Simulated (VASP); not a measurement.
A run of VASP 6.6.1 is set up as follows.

INCAR

```
SYSTEM = Pb
PREC = Accurate
ENCUT = 520
EDIFF = 1E-6
ISMEAR = 0
SIGMA = 0.1
LREAL = .FALSE.
LASPH = .TRUE.
NELM = 100
ALGO = Normal
ISIF = 2
LWAVE = .FALSE.
LCHARG = .TRUE.
GGA = PS
LELF = .TRUE.
LVHAR = .TRUE.
NBANDS = 13
```

The input KPOINTS:

```
regular mesh
0
G
  14 14 14
  0 0 0
```

The input POSCAR:

```
Pb
1.0
    0.0000000000      2.4913339010      2.4913339010
    2.4913339010      0.0000000000      2.4913339010
    2.4913339010      2.4913339010      0.0000000000
Pb
1
Direct
    0.0000000000      0.0000000000      0.0000000000
```

Potentials or basis: VASP PAW PBE potentials, release 64 (Pb_d).

The run is started by

```sh
$ cat potpaw_PBE.64/Pb_d/POTCAR > POTCAR
$ mpirun -np 1 vasp_std > vasp.out
```

Problem. Predict the pressure.

Solution. -1.4 GPa.

Problem. Estimate the band gap on the k mesh.

Solution. Zero (band 7 reaches 14.14 eV, above the bottom of band 8 at 5.35 eV).

Caveat: the PAW data sets were made with another functional, which shifts forces and pressure a little; spin-orbit coupling is left out, which moves the levels of the heavy elements.
